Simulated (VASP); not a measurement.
# K (P6/mmm) in VASP: further runs, part 2 of 2

VASP 6.6.1.

## 4. Single point, PBE

This run uses another cell than the first one, of 73.82 Å³/atom.

INCAR

```
SYSTEM = K
PREC     = Accurate       ! precision mode
ENCUT    = 520            ! plane-wave cutoff, eV
EDIFF    = 1E-7           ! SCF threshold, eV
ISMEAR   = 0              ! smearing method
SIGMA    = 0.1            ! smearing width, eV
LREAL    = .False.        ! projectors in reciprocal space
LASPH    = .True.         ! aspherical terms in the spheres
NELM     = 60             ! most SCF steps
ALGO     = Fast           ! electronic algorithm
ISIF     = 2              ! what is computed and relaxed
LWAVE    = .False.        ! write WAVECAR
LCHARG   = .False.        ! write CHGCAR
GGA      = PE             ! functional
NBANDS   = 20             ! bands
```

KPOINTS

```
regular mesh
0
Gamma
  9 9 10
  0 0 0
```

POSCAR

```
K
1.0
    7.5046181052      0.0000000000      0.0000000000
   -3.7523090526      6.4991899248      0.0000000000
    0.0000000000      0.0000000000      4.5408193543
K
3
Direct
    0.3333333333      0.6666666667      0.5000000000
    0.0000000000      0.0000000000      0.0000000000
    0.6666666667      0.3333333333      0.5000000000
```

Potentials or basis: VASP PAW PBE potentials, release 64 (K_sv).

On the command line:

```
$ cat potpaw_PBE.64/K_sv/POTCAR > POTCAR
$ mpirun -np 1 vasp_std > vasp.out
```

OUTCAR:

```text
SYSTEM = K
   PREC = Accurate
   ENCUT = 520
   EDIFF = 1E-7
   ISMEAR = 0
   LREAL = .False.
   LASPH = .True.
   NELM = 60
   ISIF = 2
   GGA = PE

 ion  position               nearest neighbor table
   1  0.333  0.667  0.500-
   2  0.000  0.000  0.000-
   3  0.667  0.333  0.500-

  LATTYP: Found a hexagonal cell.
 ALAT       =     7.5046181052
 C/A-ratio  =     0.6050700103

  Lattice vectors:

 A1 = (   7.5046181052,   0.0000000000,   0.0000000000)
 A2 = (  -3.7523090526,   6.4991899248,   0.0000000000)
 A3 = (   0.0000000000,   0.0000000000,   4.5408193543)

Analysis of symmetry for initial positions (statically):
=====================================================================
 Subroutine PRICEL returns:
 Original cell was already a primitive cell.

 Routine SETGRP: Setting up the symmetry group for a
 hexagonal supercell.

 Subroutine GETGRP returns: Found 24 space group operations
 (whereof 24 operations were pure point group operations)
 out of a pool of 24 trial point group operations.

The static configuration has the point symmetry D_6h.

Analysis of symmetry for dynamics (positions and initial velocities):
=====================================================================
 Subroutine PRICEL returns:
 Original cell was already a primitive cell.

 Routine SETGRP: Setting up the symmetry group for a
 hexagonal supercell.

 Subroutine GETGRP returns: Found 24 space group operations
 (whereof 24 operations were pure point group operations)
 out of a pool of 24 trial point group operations.

The dynamic configuration has the point symmetry D_6h.

 Subroutine INISYM returns: Found 24 space group operations
 (whereof 24 operations are pure point group operations),
 and found     1 'primitive' translations

----------------------------------------------------------------------------------------

                                     Primitive cell

  volume of cell :     221.4736

  direct lattice vectors                    reciprocal lattice vectors
     7.504618105  0.000000000  0.000000000     0.133251284  0.076932665  0.000000000
    -3.752309053  6.499189925  0.000000000     0.000000000  0.153865330  0.000000000
     0.000000000  0.000000000  4.540819354     0.000000000  0.000000000  0.220224572

  length of vectors
     7.504618105  7.504618105  4.540819354     0.153865330  0.153865330  0.220224572

  position of ions in fractional coordinates (direct lattice)
     0.333333333  0.666666667  0.500000000
     0.000000000  0.000000000  0.000000000
     0.666666667  0.333333333  0.500000000

  ion indices of the primitive-cell ions
   primitive index   ion index
                 1           1
                 2           2
                 3           3

----------------------------------------------------------------------------------------

 KPOINTS: regular mesh

Automatic generation of k-mesh.
 Grid dimensions read from file:
 generate k-points for:    9    9   10

 Generating k-lattice:

  Cartesian coordinates                     Fractional coordinates (reciprocal lattice)
     0.014805698  0.008548074  0.000000000     0.111111111 -0.000000000  0.000000000
     0.000000000  0.017096148  0.000000000     0.000000000  0.111111111  0.000000000
     0.000000000  0.000000000  0.022022457     0.000000000  0.000000000  0.100000000

  Length of vectors
     0.017096148  0.017096148  0.022022457

  Shift w.r.t. Gamma in fractional coordinates (k-lattice)
     0.000000000  0.000000000  0.000000000

 Subroutine IBZKPT returns following result:
 ===========================================

 Found     72 irreducible k-points:

 Following reciprocal coordinates:
            Coordinates               Weight
  0.000000  0.000000  0.000000      1.000000
  0.111111  0.000000  0.000000      6.000000
  0.222222  0.000000  0.000000      6.000000
  0.333333  0.000000  0.000000      6.000000
  0.444444  0.000000  0.000000      6.000000
  0.111111  0.111111  0.000000      6.000000
[... 16 lines left out ...]
  0.333333  0.222222  0.100000     24.000000
  0.333333  0.333333  0.100000      4.000000
 [... further k-points ...]
   k-points           NKPTS =     72   k-points in BZ     NKDIM =     72   number of bands    NBANDS=     20
   number of dos      NEDOS =    301   number of ions     NIONS =      3
   total plane-waves  NPLWV = 112896
   dimension x,y,z NGX =    56 NGY =   56 NGZ =   36
   dimension x,y,z NGXF=   112 NGYF=  112 NGZF=   72
   ions per type =               3
   NGX,Y,Z   is equivalent  to a cutoff of  12.41, 12.41, 13.18 a.u.
   NGXF,Y,Z  is equivalent  to a cutoff of  24.81, 24.81, 26.36 a.u.
 SYSTEM =  K
   PREC   = accura    normal or accurate (medium, high low for compatibility)
   ISTART =      0    job   : 0-new  1-cont  2-samecut
   ICHARG =      2    charge: 1-file 2-atom 10-const
   ISPIN  =      1    spin polarized calculation?
   LNONCOLLINEAR =      F non collinear calculations
   LSORBIT =      F    spin-orbit coupling
   LASPH  =      T    aspherical Exc in radial PAW
   ENCUT  =  520.0 eV  38.22 Ry    6.18 a.u.  13.95 13.95  8.44*2*pi/ulx,y,z
   NELM   =     60;   NELMIN=  2; NELMDL= -5     # of ELM steps
   EDIFF  = 0.1E-06   stopping-criterion for ELM
   LREAL  =      F    real-space projection
   EDIFFG = 0.1E-05   stopping-criterion for IOM
   NSW    =      0    number of steps for IOM
   IBRION =     -1    ionic relax: 0-MD 1-quasi-New 2-CG
   NFREE  =      0    steps in history (QN), initial steepest desc. (CG)
   ISIF   =      2    stress and relaxation
   ISYM   =      2    0-nonsym 1-usesym 2-fastsym
   POTIM  = 0.5000    time-step for ionic-motion
   TEBEG  =    0.0;   TEEND  =   0.0 temperature during run
   PSTRESS=    0.0 pullay stress
   NELECT =      27.0000    total number of electrons
   NUPDOWN=      -1.0000    fix difference up-down
   EMIN   =  10.00;   EMAX   =-10.00  energy-range for DOS
   EFERMI =   0.00;   METHOD = LEGACY
   ISMEAR =     0;   SIGMA  =   0.10  broadening in eV -4-tet -1-fermi 0-gaus
   EFERMI_NEDOS =   21; number of points for ismear=-14 and -15
   IALGO  =     68    algorithm
   IMIX   =      4    mixing-type and parameters
     AMIX     =   0.40;   BMIX     =  1.00
     AMIX_MAG =   1.60;   BMIX_MAG =  1.00
  volume/ion in A,a.u.               =      73.82       498.19
  Fermi-wavevector in a.u.,A,eV,Ry     =   0.811750  1.533984  8.965387  0.658937
  Thomas-Fermi vector in A             =   1.921166
   LORBIT       =      0    0 simple, 1 ext, 2 COOP (PROOUT), +10 PAW based schemes
   GGA     = PE    functional components
   LHFCALC =     F    Hartree Fock is set to
   AEXX    =    0.0000 exact exchange contribution
   IVDW    =     0    specifies the selected vdW correction
   LEPSILON=     F    determine dielectric tensor
   LRPA    =     F    only Hartree local field effects (RPA)
 non-spin polarized calculation
 RMM-DIIS sequential band-by-band and
 Gauss-broadening in eV      SIGMA  =   0.10
  energy-cutoff  :      520.00
  volume of cell :      221.47
 maximum number of plane-waves:      5994
 NGX is ok and might be reduce to    56
   NGX = 27   NGY = 27   NGZ = 17

 number of electron      27.0000000 magnetization

 Free energy of the ion-electron system (eV)
  ---------------------------------------------------
  ext. energy  EPLUGINS =         0.00000000
  ---------------------------------------------------
  free energy    TOTEN  =        -3.12020560 eV

  energy without entropy =       -3.10903879  energy(sigma->0) =       -3.11462220

 E-fermi :  -0.1203     XC(G=0):  -5.6409

 val. band max:       -0.1322468816   @ k =   0.2222   0.0000   0.5000
 cond. band min:      -0.1021693709   @ k =   0.4444   0.1111   0.4000
 fundamental gap:      0.0300775107
 Fermi energy:        -0.1202819727

 k-point     1 :       0.0000    0.0000    0.0000
  band No.  band energies     occupation
      1     -32.3032      2.00000
      2     -32.2975      2.00000
      3     -32.2062      2.00000
      4     -15.8128      2.00000
      5     -15.8128      2.00000
      6     -15.7635      2.00000
[... 12 lines left out ...]
     19       1.5914      0.00000
     20       3.6032      0.00000
[... 507 lines left out ...]
 k-point    24 :       0.3333    0.3333    0.1000
  band No.  band energies     occupation
      1     -32.3001      2.00000
      2     -32.3001      2.00000
      3     -32.2060      2.00000
      4     -15.8189      2.00000
      5     -15.7881      2.00000
      6     -15.7881      2.00000
[... 12 lines left out ...]
     19       3.1644      0.00000
     20       3.2670      0.00000

 [... further k-points ...]

------------------------ aborting loop because EDIFF is reached ----------------------------------------

  FORCE on cell =-STRESS in cart. coord.  units (eV):
  Direction    XX          YY          ZZ          XY          YZ          ZX
  --------------------------------------------------------------------------------------
  -------------------------------------------------------------------------------------
  Total        0.0323582      0.0323582     -0.0132018      0.0000000     -0.0000000     -0.0000000
  in kB        0.2340850      0.2340850     -0.0955037      0.0000000     -0.0000000     -0.0000000
  external PRESSURE =       0.1242221 kB  Pullay stress =       0.0000000 kB

 VOLUME and BASIS-vectors are now :
 -----------------------------------------------------------------------------
  energy-cutoff  :      520.00
  volume of cell :      221.47
      direct lattice vectors                 reciprocal lattice vectors
     7.504618105  0.000000000  0.000000000     0.133251284  0.076932665  0.000000000
    -3.752309053  6.499189925  0.000000000     0.000000000  0.153865330  0.000000000
     0.000000000  0.000000000  4.540819354     0.000000000  0.000000000  0.220224572

 POSITION                                       TOTAL-FORCE (eV/Angst)
 -----------------------------------------------------------------------------------
     -0.00000      4.33279      2.27041         0.000000     -0.000000      0.000000
      0.00000      0.00000      0.00000         0.000000      0.000000      0.000000
      3.75231      2.16640      2.27041        -0.000000      0.000000     -0.000000
 -----------------------------------------------------------------------------------
    total drift:                                0.000000     -0.000000      0.000000

  FREE ENERGIE OF THE ION-ELECTRON SYSTEM (eV)
  ---------------------------------------------------
  free  energy   TOTEN  =        -3.1202056031 eV

  energy  without entropy=       -3.1090387947  energy(sigma->0) =       -3.11462220
```

It took 3.5 min on 1 thread of Intel Xeon 6975P-C (Granite Rapids), shared host; peak memory 0.46 GiB.

Results:

```yaml
Free_energy: -3.1202 eV
Pressure: 0.0 GPa
Band_gap_on_the_k_mesh: zero (an odd number of electrons rules out a gap without spin polarisation)
```

## 5. Relaxation of cell and atoms, PBE

INCAR

```
SYSTEM = K
ALGO     = Fast           ! electronic algorithm
EDIFF    = 1E-6           ! SCF threshold, eV
EDIFFG   = -0.01          ! ionic threshold
ENCUT    = 600            ! plane-wave cutoff, eV
GGA      = PE             ! functional
IBRION   = 2              ! ionic algorithm
ISIF     = 3              ! what is computed and relaxed
ISMEAR   = 0              ! smearing method
LASPH    = .True.         ! aspherical terms in the spheres
LCHARG   = .False.        ! write CHGCAR
LREAL    = .False.        ! projectors in reciprocal space
LWAVE    = .False.        ! write WAVECAR
NELM     = 80             ! most SCF steps
NSW      = 100            ! ionic steps
PREC     = Accurate       ! precision mode
SIGMA    = 0.1            ! smearing width, eV
```

KPOINTS

```
k-points
0
Gamma
  9 9 8
  0 0 0
```

POSCAR

```
K
1.0
    6.6820305539      0.0000000000      0.0000000000
   -3.3410152770      5.7868082085      0.0000000000
    0.0000000000      0.0000000000      5.6959133774
K
3
Direct
    0.3333333333      0.6666666667      0.5000000000
    0.0000000000      0.0000000000      0.0000000000
    0.6666666667      0.3333333333      0.5000000000
```

Potentials or basis: VASP PAW PBE potentials, release 64 (K_sv).

On the command line:

```
$ cat potpaw_PBE.64/K_sv/POTCAR > POTCAR
$ mpirun -np 1 vasp_std > vasp.out
```

OUTCAR:

```text
SYSTEM = K
   EDIFF = 1E-6
   EDIFFG = -0.01
   ENCUT = 600
   GGA = PE
   IBRION = 2
   ISIF = 3
   ISMEAR = 0
   LASPH = .True.
   LREAL = .False.
   NELM = 80
   NSW = 100
   PREC = Accurate

 ion  position               nearest neighbor table
   1  0.333  0.667  0.500-
   2  0.000  0.000  0.000-
   3  0.667  0.333  0.500-

  LATTYP: Found a hexagonal cell.
 ALAT       =     6.6820305539
 C/A-ratio  =     0.8524225281

  Lattice vectors:

 A1 = (   6.6820305539,   0.0000000000,   0.0000000000)
 A2 = (  -3.3410152770,   5.7868082085,   0.0000000000)
 A3 = (   0.0000000000,   0.0000000000,   5.6959133774)

Analysis of symmetry for initial positions (statically):
[... 479 lines left out ...]
  ---------------------------------------------------
  free energy    TOTEN  =        -3.11630206 eV

  energy without entropy =       -3.10405364  energy(sigma->0) =       -3.11017785

 E-fermi :  -0.1210     XC(G=0):  -5.6224

 val. band max:       -0.1234006592   @ k =   0.3333   0.2222   0.2500
 cond. band min:      -0.1196384323   @ k =   0.4444   0.1111   0.0000
 fundamental gap:      0.0037622270
 Fermi energy:        -0.1210200911

 k-point     1 :       0.0000    0.0000    0.0000
  band No.  band energies     occupation
      1     -32.3232      2.00000
      2     -32.3178      2.00000
      3     -32.2306      2.00000
      4     -15.8305      2.00000
      5     -15.8305      2.00000
      6     -15.7838      2.00000
[... 457 lines left out ...]
      4     -15.8359      2.00000
      5     -15.8067      2.00000
      6     -15.8067      2.00000
[... 9 lines left out ...]
     16       1.9425      0.00000
     17       2.0697      0.00000

 [... further k-points ...]

------------------------ aborting loop because EDIFF is reached ----------------------------------------

  FORCE on cell =-STRESS in cart. coord.  units (eV):
  Direction    XX          YY          ZZ          XY          YZ          ZX
  --------------------------------------------------------------------------------------
  -------------------------------------------------------------------------------------
  Total       -0.0277169     -0.0277169      0.0200930      0.0000000      0.0000000      0.0000000
  in kB       -0.1989567     -0.1989567      0.1442312      0.0000000      0.0000000      0.0000000
  external PRESSURE =      -0.0845607 kB  Pullay stress =       0.0000000 kB
[... 18 lines left out ...]
  FREE ENERGIE OF THE ION-ELECTRON SYSTEM (eV)
  ---------------------------------------------------
  free  energy   TOTEN  =        -3.1163020552 eV

  energy  without entropy=       -3.1040536379  energy(sigma->0) =       -3.11017785

 reached required accuracy - stopping structural energy minimisation
```

OSZICAR:

```text
N       E                     dE             d eps       ncg     rms          rms(c)
DAV:   1     0.214486686936E+03    0.21449E+03   -0.11909E+04  2040   0.139E+03
DAV:   2     0.125007455569E+02   -0.20199E+03   -0.20036E+03  2406   0.353E+02
DAV:   3    -0.204827015265E+01   -0.14549E+02   -0.14439E+02  3236   0.810E+01
[... 143 lines left out ...]
RMM:   8    -0.311629142252E+01   -0.14496E-04   -0.78627E-05  2928   0.475E-02    0.119E-02
RMM:   9    -0.311629886629E+01   -0.74438E-05   -0.30331E-05  2843   0.344E-02    0.481E-03
RMM:  10    -0.311630007862E+01   -0.12123E-05   -0.19749E-05  2621   0.235E-02    0.356E-03
RMM:  11    -0.311630124630E+01   -0.11677E-05   -0.11623E-05  2000   0.171E-02    0.194E-03
RMM:  12    -0.311630205520E+01   -0.80890E-06   -0.81149E-06  1677   0.133E-02
   9 F= -.31163021E+01 E0= -.31101778E+01  d E =-.105948E-01
```

Run time: 30 min. Hardware: 1 thread of Intel Xeon 6975P-C (Granite Rapids), shared host; peak memory 0.54 GiB.

What came out:

- Free energy: -3.1163 eV
- Relaxed volume: 74.40 Å³/atom
- Relaxed cell: a = 7.546 Å, b = 7.546 Å, c = 4.527 Å, α = 90.00°, β = 90.00°, γ = 120.00°
- Space group after relaxing (to 0.1 Å): P6/mmm (No. 191)
- Energy gained by relaxing: 83.0 meV/atom
- Ionic steps: 9
- Pressure after relaxing: 0.0 GPa
- Band gap on the k mesh: zero (an odd number of electrons rules out a gap without spin polarisation)

The path:
| step | energy change (eV) | largest force (eV/Å) | pressure (GPa) | volume (Å³) |
| --- | --- | --- | --- | --- |
| 1 | 0.0000 | 0.0000 | 0.28 | 220.25 |
| 2 | -0.0347 | 0.0000 | 0.18 | 224.27 |
| 3 | -0.1194 | 0.0000 | -0.06 | 235.96 |
| 4 | -0.1899 | 0.0000 | -0.37 | 257.39 |
| 5 | -0.2285 | 0.0000 | -0.28 | 244.51 |
| 6 | -0.2377 | 0.0000 | -0.20 | 237.19 |
| 7 | -0.2383 | 0.0000 | -0.17 | 234.77 |
| 8 | -0.2472 | 0.0000 | -0.07 | 227.20 |
| 9 | -0.2489 | 0.0000 | -0.01 | 223.20 |

Final structure:
```
K
1.0
     7.54557    0.00000    0.00000
    -3.77279    6.53466    0.00000
     0.00000    0.00000    4.52670
K
3
Cartesian
  0.0000 4.3564 2.2634
  0.0000 0.0000 0.0000
  3.7728 2.1782 2.2634
```

Caveat: a cell axis changed by over 15 % at a fixed basis, so the end point is rough.

## 6. The runs side by side

```tsv
task	cell	k mesh	cutoff (eV)	gap on the mesh (eV)	pressure (GPa)
single point	a = 6.682, b = 6.682, c = 5.696 Å, angles 90.0, 90.0, 120.0°, 3 atoms	3 × 3 × 4	520	none	0.3
single point	a = 7.505, b = 7.505, c = 4.541 Å, angles 90.0, 90.0, 120.0°, 3 atoms	9 × 9 × 8	520	none	0.0
single point	a = 7.505, b = 7.505, c = 4.541 Å, angles 90.0, 90.0, 120.0°, 3 atoms	9 × 9 × 10	520	none	0.0
relaxation of cell and atoms	relaxed from a = 6.682, b = 6.682, c = 5.696 Å, angles 90.0, 90.0, 120.0°, 3 atoms	9 × 9 × 8	600	none	0.0
```

Alike in all rows: level PBE; potentials or basis VASP PAW PBE potentials, release 64 (K_sv); no spin polarisation; smearing gaussian 0.1 eV.

Caveats: some runs use coarse meshes; a cell axis changed by over 15 % at a fixed basis, so the end point is rough (at least some runs).

Absolute energies hang on the potentials; compare differences alone.
